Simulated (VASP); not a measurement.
A run of VASP 6.6.1 is set up as follows.

INCAR

```
SYSTEM = Pb
PREC     = Accurate       ! precision mode
ENCUT    = 520            ! plane-wave cutoff, eV
EDIFF    = 1E-6           ! SCF threshold, eV
ISMEAR   = 0              ! smearing method
SIGMA    = 0.3            ! smearing width, eV
LREAL    = .FALSE.        ! projectors in reciprocal space
LASPH    = .TRUE.         ! aspherical terms in the spheres
NELM     = 80             ! most SCF steps
ALGO     = Normal         ! electronic algorithm
ISIF     = 2              ! what is computed and relaxed
LWAVE    = .FALSE.        ! write WAVECAR
LCHARG   = .FALSE.        ! write CHGCAR
GGA      = PE             ! functional
NBANDS   = 13             ! bands
```

File KPOINTS:

```
Automatic mesh
0
G
  11 11 11
  0 0 0
```

POSCAR

```
Pb
1.0
    0.0000000000      2.5175937382      2.5175937382
    2.5175937382      0.0000000000      2.5175937382
    2.5175937382      2.5175937382      0.0000000000
Pb
1
Direct
    0.0000000000      0.0000000000      0.0000000000
```

Potentials or basis: VASP PAW PBE potentials, release 64 (Pb_d).

Run with:

```sh
$ cat potpaw_PBE.64/Pb_d/POTCAR > POTCAR
$ mpirun -np 1 vasp_std > vasp.out
```

Question: What does it give for the pressure?

Answer: 0.0 GPa.

Question: What does it give for the band gap on the k mesh?

Answer: Zero (band 7 reaches 13.74 eV, above the bottom of band 8 at 5.37 eV).

Caveat: spin-orbit coupling is left out, which moves the levels of the heavy elements.
